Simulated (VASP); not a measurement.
# TaN (Fmm2) in VASP: single point with PBE

Aim: the single point of TaN with PBE.

Everything below comes from runs of VASP 6.6.1. Logs are shortened: lines on timing, memory, paths and dates and some standing lists are left out, and cuts for length are marked.

## Step 1: The cell of the first run

Symmetry: Fmm2, No. 42, orthorhombic system. Conventional cell: a = 4.313 Å, b = 4.622 Å, c = 4.313 Å, α = 90.00°, β = 90.00°, γ = 90.00°. Ta (site symmetry mm2) has 6 N at 1.97 to 2.35 Å within 2.6 Å. Within 2.6 Å of N (site symmetry mm2) lie 6 Ta at 1.97 to 2.35 Å.

## Step 2: Single point, PBE (mode 4 frozen in at -0.181 Å, strain +e along z and -e/2 along x and y +0.0467)

INCAR

```
ALGO     = Normal         # electronic algorithm
EDIFF    = 1E-7           # SCF threshold, eV
ENCUT    = 520            # plane-wave cutoff, eV
GGA      = PE             # functional
ISIF     = 2              # what is computed and relaxed
ISMEAR   = 0              # smearing method
LASPH    = T              # aspherical terms in the spheres
LCHARG   = F              # write CHGCAR
LREAL    = F              # projectors in reciprocal space
LWAVE    = F              # write WAVECAR
NBANDS   = 15             # bands
NELM     = 60             # most SCF steps
PREC     = Accurate       # precision mode
SIGMA    = 0.15           # smearing width, eV
```

KPOINTS

```
k-points
0
Gamma
  18 18 18
```

POSCAR

```
TaN
1.0
    0.0000000000      2.1565528357      2.3112310993
    2.1565528357      0.0000000000      2.3112310993
    2.1565528357      2.1565528357      0.0000000000
Ta N
1 1
Direct
    0.4968326312      0.5031673688      0.5031673688
    0.0409173038     -0.0409173038     -0.0409173038
```

Potentials or basis: VASP PAW PBE potentials, release 64 (Ta_pv, N).

The run is started by

```console
cat potpaw_PBE.64/Ta_pv/POTCAR potpaw_PBE.64/N/POTCAR > POTCAR
mpirun -np 1 vasp_std > vasp.out
```

OUTCAR:

```text
EDIFF = 1E-7
   ENCUT = 520
   GGA = PE
   ISIF = 2
   ISMEAR = 0
   LASPH = T
   LREAL = F
   NELM = 60
   PREC = Accurate

 ion  position               nearest neighbor table
   1  0.497  0.503  0.503-   2 1.97   2 2.16   2 2.16   2 2.32   2 2.32   2 2.35
   2  0.041  0.959  0.959-   1 1.97   1 2.16   1 2.16   1 2.32   1 2.32   1 2.35

  LATTYP: Found a body centered tetragonal cell.
 ALAT       =     3.0498262682
 C/A-ratio  =     1.5156477098

  Lattice vectors:

 A1 = (  -2.1565528357,   0.0000000000,   2.3112310993)
 A2 = (   2.1565528357,   0.0000000000,   2.3112310993)
 A3 = (   0.0000000000,   2.1565528357,  -2.3112310993)

Analysis of symmetry for initial positions (statically):
=====================================================================
 Subroutine PRICEL returns:
 Original cell was already a primitive cell.

 Routine SETGRP: Setting up the symmetry group for a
 body centered tetragonal supercell.

 Subroutine GETGRP returns: Found  4 space group operations
 (whereof  4 operations were pure point group operations)
 out of a pool of 16 trial point group operations.

The static configuration has the point symmetry C_2v.

Analysis of symmetry for dynamics (positions and initial velocities):
=====================================================================
 Subroutine PRICEL returns:
 Original cell was already a primitive cell.

 Routine SETGRP: Setting up the symmetry group for a
 body centered tetragonal supercell.

 Subroutine GETGRP returns: Found  4 space group operations
 (whereof  4 operations were pure point group operations)
 out of a pool of 16 trial point group operations.

The dynamic configuration has the point symmetry C_2v.

 Subroutine INISYM returns: Found  4 space group operations
 (whereof  4 operations are pure point group operations),
 and found     1 'primitive' translations

----------------------------------------------------------------------------------------

                                     Primitive cell

  volume of cell :      21.4978

  direct lattice vectors                    reciprocal lattice vectors
     0.000000000  2.156552836  2.311231099    -0.231851495  0.231851495  0.216334922
     2.156552836  0.000000000  2.311231099     0.231851495 -0.231851495  0.216334922
     2.156552836  2.156552836  0.000000000     0.231851495  0.231851495 -0.216334922

  length of vectors
     3.161093059  3.161093059  3.049826268     0.392824427  0.392824427  0.392824427

  position of ions in fractional coordinates (direct lattice)
     0.496832631  0.503167369  0.503167369
     0.040917304  0.959082696  0.959082696

  ion indices of the primitive-cell ions
   primitive index   ion index
                 1           1
                 2           2

----------------------------------------------------------------------------------------

 KPOINTS: k-points

Automatic generation of k-mesh.
 Grid dimensions read from file:
 generate k-points for:   18   18   18

 Generating k-lattice:

  Cartesian coordinates                     Fractional coordinates (reciprocal lattice)
    -0.012880639  0.012880639  0.012018607     0.055555556  0.000000000  0.000000000
     0.012880639 -0.012880639  0.012018607     0.000000000  0.055555556  0.000000000
     0.012880639  0.012880639 -0.012018607    -0.000000000 -0.000000000  0.055555556

  Length of vectors
     0.021823579  0.021823579  0.021823579

  Shift w.r.t. Gamma in fractional coordinates (k-lattice)
     0.000000000  0.000000000  0.000000000

 Subroutine IBZKPT returns following result:
 ===========================================

 Found    865 irreducible k-points:

 Following reciprocal coordinates:
            Coordinates               Weight
  0.000000  0.000000  0.000000      1.000000
  0.055556  0.000000  0.000000      8.000000
  0.111111  0.000000  0.000000      8.000000
  0.166667 -0.000000  0.000000      8.000000
  0.222222 -0.000000  0.000000      8.000000
  0.277778 -0.000000  0.000000      8.000000
[... 16 lines left out ...]
 -0.277778  0.055556  0.000000      8.000000
 -0.222222  0.055556  0.000000      8.000000
 [... further k-points ...]
   k-points           NKPTS =    865   k-points in BZ     NKDIM =    865   number of bands    NBANDS=     15
   number of dos      NEDOS =    301   number of ions     NIONS =      2
   total plane-waves  NPLWV =  13824
   dimension x,y,z NGX =    24 NGY =   24 NGZ =   24
   dimension x,y,z NGXF=    48 NGYF=   48 NGZF=   48
   ions per type =               1   1
   NGX,Y,Z   is equivalent  to a cutoff of  12.62, 12.62, 13.08 a.u.
   NGXF,Y,Z  is equivalent  to a cutoff of  25.24, 25.24, 26.16 a.u.
 SYSTEM =  unknown system
   PREC   = accura    normal or accurate (medium, high low for compatibility)
   ISTART =      0    job   : 0-new  1-cont  2-samecut
   ICHARG =      2    charge: 1-file 2-atom 10-const
   ISPIN  =      1    spin polarized calculation?
   LNONCOLLINEAR =      F non collinear calculations
   LSORBIT =      F    spin-orbit coupling
   LASPH  =      T    aspherical Exc in radial PAW
   ENCUT  =  520.0 eV  38.22 Ry    6.18 a.u.   5.88  5.88  5.67*2*pi/ulx,y,z
   NELM   =     60;   NELMIN=  2; NELMDL= -5     # of ELM steps
   EDIFF  = 0.1E-06   stopping-criterion for ELM
   LREAL  =      F    real-space projection
   EDIFFG = 0.1E-05   stopping-criterion for IOM
   NSW    =      0    number of steps for IOM
   IBRION =     -1    ionic relax: 0-MD 1-quasi-New 2-CG
   NFREE  =      0    steps in history (QN), initial steepest desc. (CG)
   ISIF   =      2    stress and relaxation
   ISYM   =      2    0-nonsym 1-usesym 2-fastsym
   POTIM  = 0.5000    time-step for ionic-motion
   TEBEG  =    0.0;   TEEND  =   0.0 temperature during run
   PSTRESS=    0.0 pullay stress
   NELECT =      16.0000    total number of electrons
   NUPDOWN=      -1.0000    fix difference up-down
   EMIN   =  10.00;   EMAX   =-10.00  energy-range for DOS
   EFERMI =   0.00;   METHOD = LEGACY
   ISMEAR =     0;   SIGMA  =   0.15  broadening in eV -4-tet -1-fermi 0-gaus
   EFERMI_NEDOS =   21; number of points for ismear=-14 and -15
   IALGO  =     38    algorithm
   IMIX   =      4    mixing-type and parameters
     AMIX     =   0.40;   BMIX     =  1.00
     AMIX_MAG =   1.60;   BMIX_MAG =  1.00
  volume/ion in A,a.u.               =      10.75        72.54
  Fermi-wavevector in a.u.,A,eV,Ry     =   1.483600  2.803598 29.947381  2.201070
  Thomas-Fermi vector in A             =   2.597242
   LORBIT       =      0    0 simple, 1 ext, 2 COOP (PROOUT), +10 PAW based schemes
   GGA     = PE    functional components
   LHFCALC =     F    Hartree Fock is set to
   AEXX    =    0.0000 exact exchange contribution
   IVDW    =     0    specifies the selected vdW correction
   LEPSILON=     F    determine dielectric tensor
   LRPA    =     F    only Hartree local field effects (RPA)
 non-spin polarized calculation
 Gauss-broadening in eV      SIGMA  =   0.15
  energy-cutoff  :      520.00
  volume of cell :       21.50
 maximum number of plane-waves:       600
   NGX = 11   NGY = 11   NGZ = 11

 number of electron      16.0000002 magnetization

 Free energy of the ion-electron system (eV)
  ---------------------------------------------------
  ext. energy  EPLUGINS =         0.00000000
  ---------------------------------------------------
  free energy    TOTEN  =       -21.51084711 eV

  energy without entropy =      -21.50047311  energy(sigma->0) =      -21.50566011

 E-fermi :   9.3101     XC(G=0): -13.3497

 val. band max:        9.3079371437   @ k =   0.0000  -0.0556  -0.1111
 cond. band min:       9.3121978712   @ k =  -0.2222   0.0000   0.1111
 fundamental gap:      0.0042607275
 Fermi energy:         9.3101250354

 k-point     1 :       0.0000    0.0000    0.0000
  band No.  band energies     occupation
      1     -26.3399      2.00000
      2     -26.3247      2.00000
      3     -26.2710      2.00000
      4      -9.3776      2.00000
      5       4.6434      2.00000
      6       4.8836      2.00000
      7       4.9987      2.00000
      8       7.7096      2.00000
      9       7.9907      2.00000
     10       8.3198      2.00000
     11       8.5437      2.00000
     12      10.7281      0.00000
     13      11.6303      0.00000
     14      18.7735      0.00000
     15      21.8777      0.00000

 k-point     2 :       0.0556    0.0000    0.0000
  band No.  band energies     occupation
      1     -26.3571      2.00000
      2     -26.3310      2.00000
      3     -26.2799      2.00000
      4      -9.3034      2.00000
      5       4.3074      2.00000
      6       4.6515      2.00000
      7       5.0858      2.00000
      8       7.6354      2.00000
      9       7.9750      2.00000
     10       8.1498      2.00000
     11       9.0602      1.98156
     12      11.0371      0.00000
     13      11.8705      0.00000
     14      19.0058      0.00000
     15      21.8776      0.00000

 k-point     3 :       0.1111    0.0000    0.0000
  band No.  band energies     occupation
      1     -26.4260      2.00000
      2     -26.3418      2.00000
      3     -26.2929      2.00000
      4      -9.0876      2.00000
      5       3.6166      2.00000
      6       4.2566      2.00000
      7       4.8268      2.00000
      8       7.6164      2.00000
      9       8.0194      2.00000
     10       8.2439      2.00000
     11       9.8750      0.00000
     12      11.7896      0.00000
     13      12.5009      0.00000
     14      19.6586      0.00000
     15      21.8773      0.00000

 k-point     4 :       0.1667   -0.0000    0.0000
  band No.  band energies     occupation
      1     -26.5403      2.00000
      2     -26.3568      2.00000
      3     -26.3031      2.00000
      4      -8.7492      2.00000
      5       2.8093      2.00000
      6       3.7491      2.00000
      7       4.2753      2.00000
      8       7.8222      2.00000
      9       8.2751      2.00000
     10       8.5079      2.00000
     11      10.8038      0.00000
     12      12.7707      0.00000
     13      13.3316      0.00000
     14      20.5855      0.00000
     15      21.8768      0.00000
[... 307 lines left out ...]
 k-point    22 :      -0.3333    0.0556    0.0000
  band No.  band energies     occupation
      1     -27.0105      2.00000
      2     -26.4404      2.00000
      3     -26.3222      2.00000
      4      -7.0997      2.00000
      5       0.1097      2.00000
      6       2.2582      2.00000
      7       2.3407      2.00000
      8       9.4543      0.17418
      9      10.0758      0.00000
     10      10.9250      0.00000
     11      12.9127      0.00000
     12      15.3390      0.00000
     13      17.0333      0.00000
     14      21.1136      0.00000
     15      21.8933      0.00000

 k-point    23 :      -0.2778    0.0556    0.0000
  band No.  band energies     occupation
      1     -26.8923      2.00000
      2     -26.4217      2.00000
      3     -26.3136      2.00000
      4      -7.5636      2.00000
      5       0.7985      2.00000
      6       2.6184      2.00000
      7       2.7153      2.00000
      8       8.8734      1.99996
      9       9.4880      0.09350
     10      10.1507      0.00000
     11      12.1509      0.00000
     12      15.2302      0.00000
     13      16.1231      0.00000
     14      21.5626      0.00000
     15      21.9002      0.00000

 k-point    24 :      -0.2222    0.0556    0.0000
  band No.  band energies     occupation
      1     -26.7549      2.00000
      2     -26.3997      2.00000
      3     -26.3059      2.00000
      4      -8.0492      2.00000
      5       1.5781      2.00000
      6       3.0819      2.00000
      7       3.1995      2.00000
      8       8.4102      2.00000
      9       8.9836      1.99792
     10       9.3808      0.50524
     11      11.2370      0.00000
     12      14.7098      0.00000
     13      15.0768      0.00000
     14      21.7116      0.00000
     15      21.8888      0.00000

 [... further k-points ...]
[... 5 lines left out ...]
  --------------------------------------------------------------------------------------
  -------------------------------------------------------------------------------------
  Total        4.7541910      2.2188199     -1.7708319      0.0000000      0.0000000      0.0000000
  in kB      354.3183406    165.3632737   -131.9758144      0.0000000      0.0000000      0.0000000
  external PRESSURE =     129.2352666 kB  Pullay stress =       0.0000000 kB

 VOLUME and BASIS-vectors are now :
 -----------------------------------------------------------------------------
  energy-cutoff  :      520.00
  volume of cell :       21.50
      direct lattice vectors                 reciprocal lattice vectors
     0.000000000  2.156552836  2.311231099    -0.231851495  0.231851495  0.216334922
     2.156552836  0.000000000  2.311231099     0.231851495 -0.231851495  0.216334922
     2.156552836  2.156552836  0.000000000     0.231851495  0.231851495 -0.216334922

 POSITION                                       TOTAL-FORCE (eV/Angst)
 -----------------------------------------------------------------------------------
      2.17021      2.15655      2.31123        -2.491107      0.000000      0.000000
      4.13663      2.15655      2.31123         2.491107      0.000000      0.000000
 -----------------------------------------------------------------------------------
    total drift:                               -0.000179      0.000000      0.000000

  FREE ENERGIE OF THE ION-ELECTRON SYSTEM (eV)
  ---------------------------------------------------
  free  energy   TOTEN  =       -21.5108471079 eV

  energy  without entropy=      -21.5004731092  energy(sigma->0) =      -21.50566011
```

Wall time 2.5 min (1 thread of Intel Xeon Platinum 8488C (Sapphire Rapids), shared host); peak memory 0.38 GiB.

What came out:

| Property | Result |
| --- | --- |
| Free energy | -21.5108 eV |
| Pressure | 12.9 GPa |
| Largest force | 2.491 eV/Å |
| Band gap on the k mesh | zero (band 8 reaches 10.99 eV, above the bottom of band 9 at 7.69 eV) |

Forces on the atoms (eV/Å):
```
Ta  -2.491  0.000  0.000
N    2.491  0.000  0.000
```

Stress tensor (GPa, compression positive):
```
 35.43   0.00   0.00
  0.00  16.54   0.00
  0.00   0.00 -13.20
```

Levels at points of the mesh, in eV from the Fermi level:
```
           k point  band 6  band 7  band 8  band 9  band 10  band 11
(0.00, 0.00, 0.00)   -4.43   -4.31   -1.60   -1.32    -0.99    -0.77
(0.50, 0.00, 0.00)   -7.46   -7.37    1.68    2.02     2.39     3.72
(0.50, 0.50, 0.00)   -6.36   -4.51   -3.01    2.58     3.54     3.59
(0.50, 0.00, 0.50)   -6.31   -4.61   -3.46    2.18     3.11     4.08
(0.00, 0.50, 0.50)   -5.27   -4.74   -4.54    2.00     3.09     4.07
```

Caveat: the cell differs from its parent crystal (mode 4 frozen in at -0.181 Å, strain +e along z and -e/2 along x and y +0.0467); spin-orbit coupling is left out, which moves the levels of the heavy elements; forces of over 1 eV/Å act on the atoms, so gaps and moduli don't describe the material at rest.
